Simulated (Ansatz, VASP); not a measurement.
## MgO in VASP and in Ansatz

File INCAR:

```
SYSTEM = MgO
ALGO = Normal
EDIFF = 1E-6
ENCUT = 520
ISIF = 2
ISMEAR = 0
LASPH = .TRUE.
LCHARG = .TRUE.
LELF = .TRUE.
LREAL = .FALSE.
LVHAR = .TRUE.
LWAVE = .FALSE.
NBANDS = 36
NELM = 80
PREC = Accurate
SIGMA = 0.05
```

File KPOINTS:

```
k-points
0
G
  9 9 2
  0 0 0
```

File POSCAR:

```
MgO
1.0
    2.1351500000     -2.1351500000      0.0000000000
    2.1351500000      0.0000000000     -2.1351500000
    8.6849375673      8.6849375673      8.6849375673
Mg O
6 6
Direct
    0.6666666667      0.6666666667      0.0409741959
    0.0000000000      0.0000000000      0.8604581141
    0.3333333333      0.3333333333      0.2048709795
    0.6666666667      0.6666666667      0.5326645468
    0.0000000000      0.0000000000      0.3687677632
    0.3333333333      0.3333333333      0.6965613304
    0.6666666667      0.6666666667      0.2868193714
    0.0000000000      0.0000000000      0.1229225877
    0.3333333333      0.3333333333      0.4507161550
    0.6666666667      0.6666666667      0.7785097223
    1.0000000000      1.0000000000      0.6146129386
    0.3333333333      0.3333333333      0.9424065059
```

Input for Ansatz:

```yaml
crystal:
  lattice:
    - [2.13515, -2.13515, 0.0]
    - [2.13515, 0.0, -2.13515]
    - [8.6849375673, 8.6849375673, 8.6849375673]
  atoms:
    - { symbol: Mg, position: [0.6666666667, 0.6666666667, 0.0409741959] }
    - { symbol: Mg, position: [0.0, 0.0, 0.8604581141] }
    - { symbol: Mg, position: [0.3333333333, 0.3333333333, 0.2048709795] }
    - { symbol: Mg, position: [0.6666666667, 0.6666666667, 0.5326645468] }
    - { symbol: Mg, position: [0.0, 0.0, 0.3687677632] }
    - { symbol: Mg, position: [0.3333333333, 0.3333333333, 0.6965613304] }
    - { symbol: O, position: [0.6666666667, 0.6666666667, 0.2868193714] }
    - { symbol: O, position: [0.0, 0.0, 0.1229225877] }
    - { symbol: O, position: [0.3333333333, 0.3333333333, 0.450716155] }
    - { symbol: O, position: [0.6666666667, 0.6666666667, 0.7785097223] }
    - { symbol: O, position: [1.0, 1.0, 0.6146129386] }
    - { symbol: O, position: [0.3333333333, 0.3333333333, 0.9424065059] }
basis:
  ecutwfc: 420
kpoints:
  mp_grid: { grid: [9, 9, 2] }
hamiltonian:
  xc: lda
scf:
  occupations: { method: gaussian, width: 0.05 }
output:
  forces: true
  stress: true
  eigenvalues: true
```

Alike in both runs: task single point; functional LDA; k mesh 9 × 9 × 2; occupations gaussian, width 0.05 eV; no spin polarisation.

|  | VASP | Ansatz |
| --- | --- | --- |
| version | VASP 6.6.1 | Ansatz 0.2.0 |
| potentials or method | VASP PAW LDA potentials, release 64 (Mg, O), cutoff 520 eV | scalar-relativistic, plane waves, PAW |
| valence electrons in the cell | 48 | 96 |

Ansatz gave:

| Quantity | Value |
| --- | --- |
| gap on the k mesh at the Fermi level (eV) | 3.19 |
| least direct gap on the mesh (eV) | 3.19 |
| pressure (GPa) | -13.1 |
| traceless stress, the component that is largest in VASP (GPa) | -1.69 |
| rms of the force components (eV/Å) | 0.403 |

Question: Estimate VASP's values.

Answer: gap on the k mesh at the Fermi level (eV): 3.17; least direct gap on the mesh (eV): 3.17; pressure (GPa): -14.7; traceless stress, the component that is largest in VASP (GPa): -1.70; rms of the force components (eV/Å): 0.407.

LDA's correlation is that of Perdew and Zunger in VASP and of Perdew and Wang (1992) in Ansatz. Atom by atom the forces differ by 0.004 eV/Å (rms over components). VASP's potentials hold 48 valence electrons a cell and Ansatz's 96, so a difference there can come from the potentials and not from the codes.
